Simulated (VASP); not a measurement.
The system is MgRh.

```
Mg Rh
1.0
     3.09920    0.00000    0.00000
     0.00000    3.09920    0.00000
     0.00000    0.00000    3.09920
Mg Rh
1 1
Cartesian
  0.0000 0.0000 0.0000
  1.5496 1.5496 1.5496
```

Base run:

| Item | Value |
| --- | --- |
| Program | VASP 6.6.1 |
| Functional | LDA |
| Potentials or basis | VASP PAW LDA potentials, release 64 (Mg, Rh_pv) |
| Cutoff | 520 eV |
| k mesh | 11 × 11 × 11 |
| Occupations | fermi-dirac, width 0.1 eV |
| Spin | collinear spin, ferromagnetic start |
| Starting moments | [0.0, 0.9] μB |
| Fixed moment | 0.9 μB |

Its results: pressure -4.0 GPa; site moments Mg +0.03; Rh +0.69 μB.

Problem. After a change of settings the same cell gave: pressure 1.8 GPa; site moments Mg +0.05; Rh +1.22 μB. Which change was it?
A. fixed moment from 0.9 μB to 0.4 μB; moments at the start from [0.0, 0.9] to [0.0, 0.4]
B. fixed moment from 0.9 μB to 0.2 μB; moments at the start from [0.0, 0.9] to [0.0, 0.2]
C. fixed moment from 0.9 μB to 1.6 μB; moments at the start from [0.0, 0.9] to [0.0, 1.6]

Solution. C.

Caveats: the total moment is fixed, so each spin has its own Fermi level.
